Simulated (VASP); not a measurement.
# AlP (a) (F-43m) in VASP: single point with PBEsol

Aim: the single point of AlP (a) with PBEsol.

Program: VASP 6.6.1. These are calculated values, not measurements. Logs are shortened: lines on timing, memory, paths and dates and some standing lists are left out, and cuts for length are marked.

## 1. The cell of the first run

The structure is cubic, space group F-43m (No. 216). Conventional cell: a = 5.471 Å, b = 5.471 Å, c = 5.471 Å, α = 90.00°, β = 90.00°, γ = 90.00°. Al (site symmetry -43m) has 4 P at 2.37 Å within 3.1 Å. P (site symmetry -43m) has 4 Al at 2.37 Å within 3.1 Å.

## 2. Single point, PBEsol

Input file INCAR:

```
PREC = Accurate
ENCUT = 500
EDIFF = 1E-6
ISMEAR = 0
SIGMA = 0.02
LREAL = False
LASPH = True
NELM = 120
ALGO = Normal
ISIF = 2
LWAVE = False
LCHARG = False
GGA = PS
NBANDS = 11
GGA_COMPAT = False
```

Input file KPOINTS:

```
regular mesh
0
Gamma
  8 8 8
```

Input file POSCAR:

```
AlP
1.0
    0.0000000000      2.7352604749      2.7352604749
    2.7352604749      0.0000000000      2.7352604749
    2.7352604749      2.7352604749      0.0000000000
Al P
1 1
Direct
    0.0000000000      0.0000000000      0.0000000000
    0.2500000000      0.2500000000      0.2500000000
```

Potentials or basis: VASP PAW PBE potentials, release 64 (Al, P).

Command:

```
> cat potpaw_PBE.64/Al/POTCAR potpaw_PBE.64/P/POTCAR > POTCAR
> mpirun -np 1 vasp_std > vasp.out
```

OUTCAR:

```text
PREC = Accurate
   ENCUT = 500
   EDIFF = 1E-6
   ISMEAR = 0
   LREAL = False
   LASPH = True
   NELM = 120
   ISIF = 2
   GGA = PS

 ion  position               nearest neighbor table
   1  0.000  0.000  0.000-   2 2.37   2 2.37   2 2.37   2 2.37
   2  0.250  0.250  0.250-   1 2.37   1 2.37   1 2.37   1 2.37

  LATTYP: Found a face centered cubic cell.
 ALAT       =     5.4705209498

  Lattice vectors:

 A1 = (   0.0000000000,   2.7352604749,   2.7352604749)
 A2 = (   2.7352604749,   0.0000000000,   2.7352604749)
 A3 = (   2.7352604749,   2.7352604749,   0.0000000000)

Analysis of symmetry for initial positions (statically):
=====================================================================
 Subroutine PRICEL returns:
 Original cell was already a primitive cell.

 Routine SETGRP: Setting up the symmetry group for a
 face centered cubic supercell.

 Subroutine GETGRP returns: Found 24 space group operations
 (whereof 24 operations were pure point group operations)
 out of a pool of 48 trial point group operations.

The static configuration has the point symmetry T_d .

Analysis of symmetry for dynamics (positions and initial velocities):
=====================================================================
 Subroutine PRICEL returns:
 Original cell was already a primitive cell.

 Routine SETGRP: Setting up the symmetry group for a
 face centered cubic supercell.

 Subroutine GETGRP returns: Found 24 space group operations
 (whereof 24 operations were pure point group operations)
 out of a pool of 48 trial point group operations.

The dynamic configuration has the point symmetry T_d .

 Subroutine INISYM returns: Found 24 space group operations
 (whereof 24 operations are pure point group operations),
 and found     1 'primitive' translations

----------------------------------------------------------------------------------------

                                     Primitive cell

  volume of cell :      40.9285

  direct lattice vectors                    reciprocal lattice vectors
     0.000000000  2.735260475  2.735260475    -0.182797947  0.182797947  0.182797947
     2.735260475  0.000000000  2.735260475     0.182797947 -0.182797947  0.182797947
     2.735260475  2.735260475  0.000000000     0.182797947  0.182797947 -0.182797947

  length of vectors
     3.868242460  3.868242460  3.868242460     0.316615332  0.316615332  0.316615332

  position of ions in fractional coordinates (direct lattice)
     0.000000000  0.000000000  0.000000000
     0.250000000  0.250000000  0.250000000

  ion indices of the primitive-cell ions
   primitive index   ion index
                 1           1
                 2           2

----------------------------------------------------------------------------------------

 KPOINTS: regular mesh

Automatic generation of k-mesh.
 Grid dimensions read from file:
 generate k-points for:    8    8    8

 Generating k-lattice:

  Cartesian coordinates                     Fractional coordinates (reciprocal lattice)
    -0.022849743  0.022849743  0.022849743     0.125000000  0.000000000  0.000000000
     0.022849743 -0.022849743  0.022849743     0.000000000  0.125000000  0.000000000
     0.022849743  0.022849743 -0.022849743     0.000000000  0.000000000  0.125000000

  Length of vectors
     0.039576917  0.039576917  0.039576917

  Shift w.r.t. Gamma in fractional coordinates (k-lattice)
     0.000000000  0.000000000  0.000000000

 Subroutine IBZKPT returns following result:
 ===========================================

 Found     29 irreducible k-points:

 Following reciprocal coordinates:
            Coordinates               Weight
  0.000000  0.000000  0.000000      1.000000
  0.125000  0.000000  0.000000      8.000000
  0.250000  0.000000  0.000000      8.000000
  0.375000  0.000000  0.000000      8.000000
  0.500000  0.000000  0.000000      4.000000
  0.125000  0.125000  0.000000      6.000000
[... 16 lines left out ...]
  0.500000  0.250000  0.125000     48.000000
 -0.375000  0.250000  0.125000     24.000000
 [... further k-points ...]
   k-points           NKPTS =     29   k-points in BZ     NKDIM =     29   number of bands    NBANDS=     11
   number of dos      NEDOS =    301   number of ions     NIONS =      2
   total plane-waves  NPLWV =  21952
   dimension x,y,z NGX =    28 NGY =   28 NGZ =   28
   dimension x,y,z NGXF=    56 NGYF=   56 NGZF=   56
   ions per type =               1   1
   NGX,Y,Z   is equivalent  to a cutoff of  12.03, 12.03, 12.03 a.u.
   NGXF,Y,Z  is equivalent  to a cutoff of  24.07, 24.07, 24.07 a.u.
 SYSTEM =  unknown system
   PREC   = accura    normal or accurate (medium, high low for compatibility)
   ISTART =      0    job   : 0-new  1-cont  2-samecut
   ICHARG =      2    charge: 1-file 2-atom 10-const
   ISPIN  =      1    spin polarized calculation?
   LNONCOLLINEAR =      F non collinear calculations
   LSORBIT =      F    spin-orbit coupling
   LASPH  =      T    aspherical Exc in radial PAW
   ENCUT  =  500.0 eV  36.75 Ry    6.06 a.u.   7.05  7.05  7.05*2*pi/ulx,y,z
   NELM   =    120;   NELMIN=  2; NELMDL= -5     # of ELM steps
   EDIFF  = 0.1E-05   stopping-criterion for ELM
   LREAL  =      F    real-space projection
   EDIFFG = 0.1E-04   stopping-criterion for IOM
   NSW    =      0    number of steps for IOM
   IBRION =     -1    ionic relax: 0-MD 1-quasi-New 2-CG
   NFREE  =      0    steps in history (QN), initial steepest desc. (CG)
   ISIF   =      2    stress and relaxation
   ISYM   =      2    0-nonsym 1-usesym 2-fastsym
   POTIM  = 0.5000    time-step for ionic-motion
   TEBEG  =    0.0;   TEEND  =   0.0 temperature during run
   PSTRESS=    0.0 pullay stress
   NELECT =       8.0000    total number of electrons
   NUPDOWN=      -1.0000    fix difference up-down
   EMIN   =  10.00;   EMAX   =-10.00  energy-range for DOS
   EFERMI =   0.00;   METHOD = LEGACY
   ISMEAR =     0;   SIGMA  =   0.02  broadening in eV -4-tet -1-fermi 0-gaus
   EFERMI_NEDOS =   21; number of points for ismear=-14 and -15
   IALGO  =     38    algorithm
   IMIX   =      4    mixing-type and parameters
     AMIX     =   0.40;   BMIX     =  1.00
     AMIX_MAG =   1.60;   BMIX_MAG =  1.00
  volume/ion in A,a.u.               =      20.46       138.10
  Fermi-wavevector in a.u.,A,eV,Ry     =   0.950086  1.795402 12.281475  0.902663
  Thomas-Fermi vector in A             =   2.078429
   LORBIT       =      0    0 simple, 1 ext, 2 COOP (PROOUT), +10 PAW based schemes
   GGA     = PS    functional components
   LHFCALC =     F    Hartree Fock is set to
   AEXX    =    0.0000 exact exchange contribution
   IVDW    =     0    specifies the selected vdW correction
   LEPSILON=     F    determine dielectric tensor
   LRPA    =     F    only Hartree local field effects (RPA)
 non-spin polarized calculation
 Gauss-broadening in eV      SIGMA  =   0.02
  energy-cutoff  :      500.00
  volume of cell :       40.93
 maximum number of plane-waves:      1056
   NGX = 15   NGY = 15   NGZ = 15

 number of electron       8.0000000 magnetization

 Free energy of the ion-electron system (eV)
  ---------------------------------------------------
  ext. energy  EPLUGINS =         0.00000000
  ---------------------------------------------------
  free energy    TOTEN  =       -10.99516566 eV

  energy without entropy =      -10.99516566  energy(sigma->0) =      -10.99516566

 E-fermi :   4.5800     XC(G=0):  -9.3428

 val. band max:        4.4825436482   @ k =   0.0000   0.0000   0.0000
 cond. band min:       5.9321820963   @ k =   0.5000   0.5000   0.0000
 fundamental gap:      1.4496384481
 Fermi energy:         4.5800032554

 k-point     1 :       0.0000    0.0000    0.0000
  band No.  band energies     occupation
      1      -7.0119      2.00000
      2       4.4825      2.00000
      3       4.4825      2.00000
      4       4.4825      2.00000
      5       7.6373      0.00000
      6       8.9867      0.00000
      7       8.9867      0.00000
      8       8.9867      0.00000
      9      13.2782      0.00000
     10      13.2782      0.00000
     11      14.5377      0.00000

 k-point     2 :       0.1250    0.0000    0.0000
  band No.  band energies     occupation
      1      -6.8394      2.00000
      2       3.2427      2.00000
      3       4.3336      2.00000
      4       4.3336      2.00000
      5       8.0801      0.00000
      6       9.2702      0.00000
      7       9.2702      0.00000
      8       9.4849      0.00000
      9      12.7684      0.00000
     10      12.7684      0.00000
     11      15.1799      0.00000

 k-point     3 :       0.2500    0.0000    0.0000
  band No.  band energies     occupation
      1      -6.3537      2.00000
      2       1.2863      2.00000
      3       4.0387      2.00000
      4       4.0387      2.00000
      5       7.7073      0.00000
      6       9.5706      0.00000
      7       9.5706      0.00000
      8      11.2887      0.00000
      9      12.7377      0.00000
     10      12.7377      0.00000
     11      14.6371      0.00000

 k-point     4 :       0.3750    0.0000    0.0000
  band No.  band energies     occupation
      1      -5.6996      2.00000
      2      -0.3585      2.00000
      3       3.8035      2.00000
      4       3.8035      2.00000
      5       7.3300      0.00000
      6       9.3742      0.00000
      7       9.3742      0.00000
      8      12.4663      0.00000
      9      14.1329      0.00000
     10      14.1329      0.00000
     11      14.9343      0.00000

 k-point     5 :       0.5000    0.0000    0.0000
  band No.  band energies     occupation
      1      -5.3277      2.00000
      2      -1.0728      2.00000
      3       3.7183      2.00000
      4       3.7183      2.00000
      5       7.1942      0.00000
      6       9.2292      0.00000
      7       9.2292      0.00000
      8      12.5468      0.00000
      9      15.9781      0.00000
     10      15.9781      0.00000
     11      16.1243      0.00000
[... 211 lines left out ...]
 k-point    21 :       0.5000    0.5000    0.0000
  band No.  band energies     occupation
      1      -4.6648      2.00000
      2      -0.8381      2.00000
      3       2.3702      2.00000
      4       2.3702      2.00000
      5       5.9322      0.00000
      6       6.8520      0.00000
      7      15.4264      0.00000
      8      15.4264      0.00000
      9      16.3679      0.00000
     10      16.5378      0.00000
     11      16.5378      0.00000

 k-point    22 :       0.3750    0.2500    0.1250
  band No.  band energies     occupation
      1      -5.9425      2.00000
      2       0.9671      2.00000
      3       2.5698      2.00000
      4       3.5631      2.00000
      5       8.2507      0.00000
      6       9.2197      0.00000
      7       9.8381      0.00000
      8      11.2273      0.00000
      9      12.7418      0.00000
     10      15.1916      0.00000
     11      17.2569      0.00000

 k-point    23 :       0.5000    0.2500    0.1250
  band No.  band energies     occupation
      1      -5.3433      2.00000
      2      -0.1456      2.00000
      3       2.0004      2.00000
      4       3.1761      2.00000
      5       8.3441      0.00000
      6       9.1865      0.00000
      7      10.4343      0.00000
      8      11.5143      0.00000
      9      13.8712      0.00000
     10      15.7077      0.00000
     11      17.1838      0.00000

 k-point    24 :      -0.3750    0.2500    0.1250
  band No.  band energies     occupation
      1      -5.0144      2.00000
      2      -0.7077      2.00000
      3       1.8656      2.00000
      4       2.9871      2.00000
      5       8.3412      0.00000
      6       8.9175      0.00000
      7      11.3020      0.00000
      8      12.0934      0.00000
      9      13.3841      0.00000
     10      15.8204      0.00000
     11      17.1333      0.00000

 [... further k-points ...]
[... 5 lines left out ...]
  --------------------------------------------------------------------------------------
  -------------------------------------------------------------------------------------
  Total        0.0084340      0.0084340      0.0084340      0.0000000      0.0000000     -0.0000000
  in kB        0.3301557      0.3301557      0.3301557      0.0000000      0.0000000     -0.0000000
  external PRESSURE =       0.3301557 kB  Pullay stress =       0.0000000 kB

 VOLUME and BASIS-vectors are now :
 -----------------------------------------------------------------------------
  energy-cutoff  :      500.00
  volume of cell :       40.93
      direct lattice vectors                 reciprocal lattice vectors
     0.000000000  2.735260475  2.735260475    -0.182797947  0.182797947  0.182797947
     2.735260475  0.000000000  2.735260475     0.182797947 -0.182797947  0.182797947
     2.735260475  2.735260475  0.000000000     0.182797947  0.182797947 -0.182797947

 POSITION                                       TOTAL-FORCE (eV/Angst)
 -----------------------------------------------------------------------------------
      0.00000      0.00000      0.00000         0.000000      0.000000      0.000000
      1.36763      1.36763      1.36763        -0.000000     -0.000000     -0.000000
 -----------------------------------------------------------------------------------
    total drift:                                0.000000      0.000000      0.000000

  FREE ENERGIE OF THE ION-ELECTRON SYSTEM (eV)
  ---------------------------------------------------
  free  energy   TOTEN  =       -10.9951656629 eV

  energy  without entropy=      -10.9951656629  energy(sigma->0) =      -10.99516566
```

Run time: 16 s. Hardware: 1 thread of Intel Xeon 8259CL, shared host; peak memory 0.15 GiB.

Results:

| Property | Result |
| --- | --- |
| Free energy | -10.9952 eV |
| Pressure | 0.0 GPa |
| Band gap on the k mesh | 1.45 eV, indirect (least direct gap 3.15 eV) |

Levels at points of the mesh, in eV from the valence-band top:
```csv
k point,band 1,band 2,band 3,band 4,band 5,band 6,band 7,band 8
"(0.00, 0.00, 0.00)",-11.49,0.00,0.00,0.00,3.15,4.50,4.50,4.50
"(0.50, 0.00, 0.00)",-9.81,-5.56,-0.76,-0.76,2.71,4.75,4.75,8.06
"(0.50, 0.50, 0.00)",-9.15,-5.32,-2.11,-2.11,1.45,2.37,10.94,10.94
```

Caveat: the PAW data sets were made with another functional, which shifts forces and pressure a little.
